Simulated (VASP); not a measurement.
BP: single point with PBEsol

Crystal: BP.

```
P B
1.0
     0.00000    2.26900    2.26900
     2.26900    0.00000    2.26900
     2.26900    2.26900    0.00000
P B
1 1
Direct
  0.75000 0.75000 0.75000
  0.00000 0.00000 0.00000
```

| Property | Result |
| --- | --- |
| Program | VASP 6.6.1 |
| Task | single point |
| Functional | PBEsol |
| Potentials or basis | VASP PAW PBE potentials, release 64 (P, B) |
| Cutoff | 520 eV |
| k mesh | 10 × 10 × 10 |
| Occupations | gaussian, width 0.1 eV |
| Spin | no spin polarisation |

```json
{
 "Pressure": "-1.9 GPa",
 "Band gap on the k mesh": "1.13 eV (least direct gap 3.36 eV)"
}
```

Levels at points of the mesh, in eV from the valence-band top:
| k point | band 1 | band 2 | band 3 | band 4 | band 5 | band 6 | band 7 | band 8 |
| --- | --- | --- | --- | --- | --- | --- | --- | --- |
| (0.00, 0.00, 0.00) | -15.50 | 0.00 | 0.00 | 0.00 | 3.36 | 3.36 | 3.36 | 7.34 |
| (0.50, 0.00, 0.00) | -12.15 | -9.10 | -1.77 | -1.77 | 3.73 | 4.65 | 4.65 | 9.93 |
| (0.50, 0.50, 0.00) | -10.62 | -8.60 | -4.15 | -4.15 | 1.23 | 1.52 | 12.10 | 12.10 |

Run time: 6.7 s on 1 thread of Intel(R) Xeon(R) Platinum 8488C (Sapphire Rapids), on a shared host, peak memory 0.14 GiB.

Caveat: the PAW data sets were made with another functional, which shifts forces and pressure a little. A k mesh can miss the band edges.
